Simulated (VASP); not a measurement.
Write the native input for VASP 6.6.1 that does the following.

- Task: single point
- Functional: PBE
- Potentials or basis: VASP PAW PBE potentials, release 64 (Zn, S)
- Cutoff: 520 eV
- k mesh: 12 × 12 × 6
- Occupations: gaussian, width 0.05 eV
- Spin: no spin polarisation
- Dipole correction: no
- Further INCAR settings: ALGO = Normal; EDIFF = 1e-06; NBANDS = 26

The structure of ZnS lies in POSCAR:

```
ZnS
1.0
    3.8109987816      0.0000000000      0.0000000000
   -1.9054993908      3.3004217586      0.0000000000
    0.0000000000      0.0000000000      6.2340000000
Zn S
2 2
Direct
    0.3333333333      0.6666666667      0.0000000000
    0.6666666667      0.3333333333      0.5000000000
    0.3333333333      0.6666666667      0.4331231954
    0.6666666667      0.3333333333      0.8850000000
```

This cell differs from its parent crystal: atom 3 (S) moved +0.300 Å along Cartesian [0 0 1].

The input as run:

INCAR

```
SYSTEM = ZnS
PREC = Accurate
ENCUT = 520
EDIFF = 1E-6
ISMEAR = 0
SIGMA = 0.05
LREAL = .False.
LASPH = .True.
NELM = 60
ALGO = Normal
ISIF = 2
LWAVE = .False.
LCHARG = .False.
GGA = PE
NBANDS = 26
```

KPOINTS

```
Automatic mesh
0
Gamma
  12 12 6
  0 0 0
```

Potentials or basis: VASP PAW PBE potentials, release 64 (Zn, S).

Run with:

```sh
$ cat potpaw_PBE.64/Zn/POTCAR potpaw_PBE.64/S/POTCAR > POTCAR
$ mpirun -np 1 vasp_std > vasp.out
```

Results of the run:

| Quantity | Value |
| --- | --- |
| Pressure | 4.2 GPa |
| Largest force | 1.792 eV/Å |
| Band gap on the k mesh | 2.24 eV, indirect (least direct gap 2.27 eV) |

Caveat: the cell differs from its parent crystal (atom 3 (S) moved +0.300 Å along Cartesian [0 0 1]); forces of over 1 eV/Å act on the atoms, so gaps and moduli don't describe the material at rest.

Wall time 2.9 min on 1 thread of Intel Xeon 6975P-C, with other jobs on the host, peak memory 0.3 GiB.
